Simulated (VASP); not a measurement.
# In (I4_1/amd) in VASP: relaxation of cell and atoms with PBEsol

Aim: the relaxation of cell and atoms of In with PBEsol.

All numbers are computed with VASP 6.6.1; they aren't measurements. Logs are shortened: lines on timing, memory, paths and dates and some standing lists are left out, and cuts for length are marked.

## Step 1: The cell of the first run

Symmetry: I4_1/amd, No. 141, tetragonal system. The conventional cell has a = 5.835 Å, b = 5.835 Å, c = 3.183 Å, α = 90.00°, β = 90.00°, γ = 90.00°. Within 4.0 Å of In (site symmetry -4m2) lie 10 In at 3.02 to 3.77 Å.

## Step 2: Relaxation of cell and atoms, PBEsol

INCAR

```
SYSTEM = In
  PREC = Accurate
  ENCUT = 500
  EDIFF = 1E-7
  ISMEAR = 0
  SIGMA = 0.1
  LREAL = .False.
  LASPH = .True.
  NELM = 120
  ALGO = Normal
  ISIF = 3
  LWAVE = .False.
  LCHARG = .False.
  GGA = PS
  IBRION = 2
  NSW = 100
  EDIFFG = -0.01
  GGA_COMPAT = .False.
  NELMIN = 4
```

KPOINTS

```
regular mesh
0
Gamma
  20 20 20
  0 0 0
```

POSCAR

```
In
1.0
   -2.9174576516      2.9174576516      1.5915270036
    2.9174576516     -2.9174576516      1.5915270036
    2.9174576516      2.9174576516     -1.5915270036
In
2
Direct
    0.0000000000      0.0000000000      0.0000000000
    0.7500000000      0.2500000000      0.5000000000
```

Potentials or basis: VASP PAW PBE potentials, release 64 (In_d).

Run with:

```console
> cat potpaw_PBE.64/In_d/POTCAR > POTCAR
> mpirun -np 1 vasp_std > vasp.out
```

OUTCAR:

```text
SYSTEM = In
   PREC = Accurate
   ENCUT = 500
   EDIFF = 1E-7
   ISMEAR = 0
   LREAL = .False.
   LASPH = .True.
   NELM = 120
   ISIF = 3
   GGA = PS
   IBRION = 2
   NSW = 100
   EDIFFG = -0.01
   NELMIN = 4

 ion  position               nearest neighbor table
   1  0.000  0.000  0.000-   2 3.02   2 3.02   2 3.02   2 3.02   2 3.77   2 3.77   2 3.77   2 3.77

   2  0.750  0.250  0.500-   1 3.02   1 3.02   1 3.02   1 3.02   1 3.77   1 3.77   1 3.77   1 3.77

  LATTYP: Found a body centered tetragonal cell.
 ALAT       =     5.8349153032
 C/A-ratio  =     0.5455184594

  Lattice vectors:

 A1 = (  -2.9174576516,   2.9174576516,   1.5915270036)
 A2 = (   2.9174576516,  -2.9174576516,   1.5915270036)
 A3 = (   2.9174576516,   2.9174576516,  -1.5915270036)

Analysis of symmetry for initial positions (statically):
=====================================================================
 Subroutine PRICEL returns:
 Original cell was already a primitive cell.

 Routine SETGRP: Setting up the symmetry group for a
 body centered tetragonal supercell.

 Subroutine GETGRP returns: Found 16 space group operations
 (whereof  8 operations were pure point group operations)
 out of a pool of 16 trial point group operations.

The static configuration has the point symmetry D_2d.
 The point group associated with its full space group is D_4h.

Analysis of symmetry for dynamics (positions and initial velocities):
=====================================================================
 Subroutine PRICEL returns:
 Original cell was already a primitive cell.

 Routine SETGRP: Setting up the symmetry group for a
 body centered tetragonal supercell.

 Subroutine GETGRP returns: Found 16 space group operations
 (whereof  8 operations were pure point group operations)
 out of a pool of 16 trial point group operations.

The dynamic configuration has the point symmetry D_2d.
 The point group associated with its full space group is D_4h.

 Subroutine INISYM returns: Found 16 space group operations
 (whereof  8 operations are pure point group operations),
 and found     1 'primitive' translations

----------------------------------------------------------------------------------------

                                     Primitive cell

  volume of cell :      54.1855

  direct lattice vectors                    reciprocal lattice vectors
    -2.917457652  2.917457652  1.591527004     0.000000000  0.171382093  0.314163692
     2.917457652 -2.917457652  1.591527004     0.171382093  0.000000000  0.314163692
     2.917457652  2.917457652 -1.591527004     0.171382093  0.171382093  0.000000000

  length of vectors
     4.422225288  4.422225288  4.422225288     0.357869596  0.357869596  0.242370881

  position of ions in fractional coordinates (direct lattice)
     0.000000000  0.000000000  0.000000000
     0.750000000  0.250000000  0.500000000

  ion indices of the primitive-cell ions
   primitive index   ion index
                 1           1
                 2           2

----------------------------------------------------------------------------------------

 KPOINTS: regular mesh

Automatic generation of k-mesh.
 Grid dimensions read from file:
 generate k-points for:   20   20   20

 Generating k-lattice:

  Cartesian coordinates                     Fractional coordinates (reciprocal lattice)
     0.000000000  0.008569105  0.015708185     0.050000000  0.000000000 -0.000000000
     0.008569105  0.000000000  0.015708185     0.000000000  0.050000000 -0.000000000
     0.008569105  0.008569105  0.000000000     0.000000000  0.000000000  0.050000000

  Length of vectors
     0.017893480  0.017893480  0.012118544

  Shift w.r.t. Gamma in fractional coordinates (k-lattice)
     0.000000000  0.000000000  0.000000000

 Subroutine IBZKPT returns following result:
 ===========================================

 Found    641 irreducible k-points:

 Following reciprocal coordinates:
            Coordinates               Weight
  0.000000  0.000000  0.000000      1.000000
  0.050000  0.000000 -0.000000      8.000000
  0.100000 -0.000000  0.000000      8.000000
  0.150000  0.000000 -0.000000      8.000000
  0.200000 -0.000000  0.000000      8.000000
  0.250000 -0.000000  0.000000      8.000000
[... 16 lines left out ...]
 -0.400000  0.050000 -0.000000     16.000000
 -0.350000  0.050000  0.000000     16.000000
 [... further k-points ...]
   k-points           NKPTS =    641   k-points in BZ     NKDIM =    641   number of bands    NBANDS=     17
   number of dos      NEDOS =    301   number of ions     NIONS =      2
   total plane-waves  NPLWV =  32768
   dimension x,y,z NGX =    32 NGY =   32 NGZ =   32
   dimension x,y,z NGXF=    64 NGYF=   64 NGZF=   64
   ions per type =               2
   NGX,Y,Z   is equivalent  to a cutoff of  12.03, 12.03, 12.03 a.u.
   NGXF,Y,Z  is equivalent  to a cutoff of  24.06, 24.06, 24.06 a.u.
 SYSTEM =  In
   PREC   = accura    normal or accurate (medium, high low for compatibility)
   ISTART =      0    job   : 0-new  1-cont  2-samecut
   ICHARG =      2    charge: 1-file 2-atom 10-const
   ISPIN  =      1    spin polarized calculation?
   LNONCOLLINEAR =      F non collinear calculations
   LSORBIT =      F    spin-orbit coupling
   LASPH  =      T    aspherical Exc in radial PAW
   ENCUT  =  500.0 eV  36.75 Ry    6.06 a.u.   8.06  8.06  8.06*2*pi/ulx,y,z
   NELM   =    120;   NELMIN=  4; NELMDL= -5     # of ELM steps
   EDIFF  = 0.1E-06   stopping-criterion for ELM
   LREAL  =      F    real-space projection
   EDIFFG = -.1E-01   stopping-criterion for IOM
   NSW    =    100    number of steps for IOM
   IBRION =      2    ionic relax: 0-MD 1-quasi-New 2-CG
   NFREE  =      1    steps in history (QN), initial steepest desc. (CG)
   ISIF   =      3    stress and relaxation
   ISYM   =      2    0-nonsym 1-usesym 2-fastsym
   POTIM  = 0.5000    time-step for ionic-motion
   TEBEG  =    0.0;   TEEND  =   0.0 temperature during run
   PSTRESS=    0.0 pullay stress
   NELECT =      26.0000    total number of electrons
   NUPDOWN=      -1.0000    fix difference up-down
   EMIN   =  10.00;   EMAX   =-10.00  energy-range for DOS
   EFERMI =   0.00;   METHOD = LEGACY
   ISMEAR =     0;   SIGMA  =   0.10  broadening in eV -4-tet -1-fermi 0-gaus
   EFERMI_NEDOS =   21; number of points for ismear=-14 and -15
   IALGO  =     38    algorithm
   IMIX   =      4    mixing-type and parameters
     AMIX     =   0.40;   BMIX     =  1.00
     AMIX_MAG =   1.60;   BMIX_MAG =  1.00
  volume/ion in A,a.u.               =      27.09       182.83
  Fermi-wavevector in a.u.,A,eV,Ry     =   1.281656  2.421979 22.349513  1.642643
  Thomas-Fermi vector in A             =   2.414013
   LORBIT       =      0    0 simple, 1 ext, 2 COOP (PROOUT), +10 PAW based schemes
   GGA     = PS    functional components
   LHFCALC =     F    Hartree Fock is set to
   AEXX    =    0.0000 exact exchange contribution
   IVDW    =     0    specifies the selected vdW correction
   LEPSILON=     F    determine dielectric tensor
   LRPA    =     F    only Hartree local field effects (RPA)
 conjugate gradient relaxation of ions
 non-spin polarized calculation
 Gauss-broadening in eV      SIGMA  =   0.10
  energy-cutoff  :      500.00
  volume of cell :       54.19
 maximum number of plane-waves:      1398
   NGX = 17   NGY = 17   NGZ = 17

--------------------------------------- Ionic step        1  -------------------------------------------

 number of electron      25.9999980 magnetization

 Free energy of the ion-electron system (eV)
  ---------------------------------------------------
  ext. energy  EPLUGINS =         0.00000000
  ---------------------------------------------------
  free energy    TOTEN  =        -5.82914871 eV

  energy without entropy =       -5.82341992  energy(sigma->0) =       -5.82628432

------------------------ aborting loop because EDIFF is reached ----------------------------------------

  FORCE on cell =-STRESS in cart. coord.  units (eV):
  Direction    XX          YY          ZZ          XY          YZ          ZX
  --------------------------------------------------------------------------------------
  -------------------------------------------------------------------------------------
  Total       -0.0919861     -0.0919861     -0.4788599      0.0000000      0.0000000      0.0000000
  in kB       -2.7198793     -2.7198793    -14.1591104      0.0000000      0.0000000      0.0000000
  external PRESSURE =      -6.5329564 kB  Pullay stress =       0.0000000 kB

 VOLUME and BASIS-vectors are now :
 -----------------------------------------------------------------------------
  energy-cutoff  :      500.00
  volume of cell :       54.19
      direct lattice vectors                 reciprocal lattice vectors
    -2.917457652  2.917457652  1.591527004     0.000000000  0.171382093  0.314163692
     2.917457652 -2.917457652  1.591527004     0.171382093  0.000000000  0.314163692
     2.917457652  2.917457652 -1.591527004     0.171382093  0.171382093  0.000000000
[... 181 lines left out ...]
 POSITION                                       TOTAL-FORCE (eV/Angst)
 -----------------------------------------------------------------------------------
      0.00000      5.87077      0.00000         0.000000      0.000000     -0.000000
      0.00000      2.93538      0.77313        -0.000000     -0.000000      0.000000
 -----------------------------------------------------------------------------------
    total drift:                               -0.000000     -0.000000      0.000000

  FREE ENERGIE OF THE ION-ELECTRON SYSTEM (eV)
  ---------------------------------------------------
  free  energy   TOTEN  =        -5.8365346240 eV

  energy  without entropy=       -5.8311306043  energy(sigma->0) =       -5.83383261

--------------------------------------- Ionic step        7  -------------------------------------------

 number of electron      25.9999994 magnetization

 Free energy of the ion-electron system (eV)
  ---------------------------------------------------
  ext. energy  EPLUGINS =         0.00000000
  ---------------------------------------------------
  free energy    TOTEN  =        -5.83654598 eV

  energy without entropy =       -5.83115876  energy(sigma->0) =       -5.83385237

 E-fermi :   7.0528     XC(G=0): -10.2822

 val. band max:        7.0487803596   @ k =  -0.2500  -0.3000   0.2000
 cond. band min:       7.0538247376   @ k =  -0.2000  -0.2000   0.1000
 fundamental gap:      0.0050443780
 Fermi energy:         7.0527785618

 k-point     1 :       0.0000    0.0000    0.0000
  band No.  band energies     occupation
      1      -7.8334      2.00000
      2      -7.7193      2.00000
      3      -7.6683      2.00000
      4      -7.6631      2.00000
      5      -7.2668      2.00000
      6      -7.2668      2.00000
[... 9 lines left out ...]
     16      15.1235      0.00000
     17      15.1235      0.00000
[... 441 lines left out ...]
 k-point    24 :      -0.3500    0.0500    0.0000
  band No.  band energies     occupation
      1      -7.7319      2.00000
      2      -7.5554      2.00000
      3      -7.5253      2.00000
      4      -7.4872      2.00000
      5      -7.4420      2.00000
      6      -7.3506      2.00000
[... 9 lines left out ...]
     16      11.7630      0.00000
     17      12.3808      0.00000

 [... further k-points ...]

------------------------ aborting loop because EDIFF is reached ----------------------------------------

  FORCE on cell =-STRESS in cart. coord.  units (eV):
  Direction    XX          YY          ZZ          XY          YZ          ZX
  --------------------------------------------------------------------------------------
  -------------------------------------------------------------------------------------
  Total        0.0026667      0.0026667     -0.0016292      0.0000000      0.0000000      0.0000000
  in kB        0.0802735      0.0802735     -0.0490413      0.0000000      0.0000000      0.0000000
  external PRESSURE =       0.0371686 kB  Pullay stress =       0.0000000 kB

 VOLUME and BASIS-vectors are now :
 -----------------------------------------------------------------------------
  energy-cutoff  :      500.00
  volume of cell :       53.23
      direct lattice vectors                 reciprocal lattice vectors
    -2.934476591  2.934476591  1.545242770     0.000000000  0.170388137  0.323573751
     2.934476591 -2.934476591  1.545242770     0.170388137  0.000000000  0.323573751
     2.934476591  2.934476591 -1.545242770     0.170388137  0.170388137  0.000000000

 POSITION                                       TOTAL-FORCE (eV/Angst)
 -----------------------------------------------------------------------------------
      0.00000     -0.00000      0.00000        -0.000000     -0.000000      0.000000
      0.00000      2.93448      0.77262         0.000000      0.000000     -0.000000
 -----------------------------------------------------------------------------------
    total drift:                                0.000000     -0.000000      0.000000

  FREE ENERGIE OF THE ION-ELECTRON SYSTEM (eV)
  ---------------------------------------------------
  free  energy   TOTEN  =        -5.8365459846 eV

  energy  without entropy=       -5.8311587639  energy(sigma->0) =       -5.83385237

 reached required accuracy - stopping structural energy minimisation
```

It took 64 min on 1 thread of Oxide Virtual Turin-like, shared host; peak memory 0.53 GiB.

What came out:

* Free energy: -5.8365 eV
* Relaxed volume: 26.61 Å³/atom
* Relaxed cell: a = 4.428 Å, b = 4.428 Å, c = 4.428 Å, α = 96.99°, β = 96.99°, γ = 139.15°
* Space group after relaxing (to 0.1 Å): I4_1/amd (No. 141)
* Energy gained by relaxing: 3.7 meV/atom
* Ionic steps: 7
* Pressure after relaxing: 0.0 GPa
* Band gap on the k mesh: zero (bands 13 and 14 overlap by 6.27 eV)

The path:
```
step  energy change (eV)  largest force (eV/Å)  pressure (GPa)  volume (Å³)
   1              0.0000                0.0000           -0.65        54.19
   2             -0.0041                0.0000           -0.07        53.32
   3             -0.0048                0.0000            0.35        52.78
   4             -0.0067                0.0000            0.25        52.90
   5             -0.0073                0.0000            0.18        53.00
   6             -0.0074                0.0000           -0.05        53.29
   7             -0.0074                0.0000            0.00        53.23
```

Final structure:
```
In
1.0
    -2.93448    2.93448    1.54524
     2.93448   -2.93448    1.54524
     2.93448    2.93448   -1.54524
In
2
Direct
  0.00000 0.00000 0.00000
  0.75000 0.25000 0.50000
```

Caveat: the PAW data sets were made with another functional, which shifts forces and pressure a little; spin-orbit coupling is left out, which moves the levels of the heavy elements.
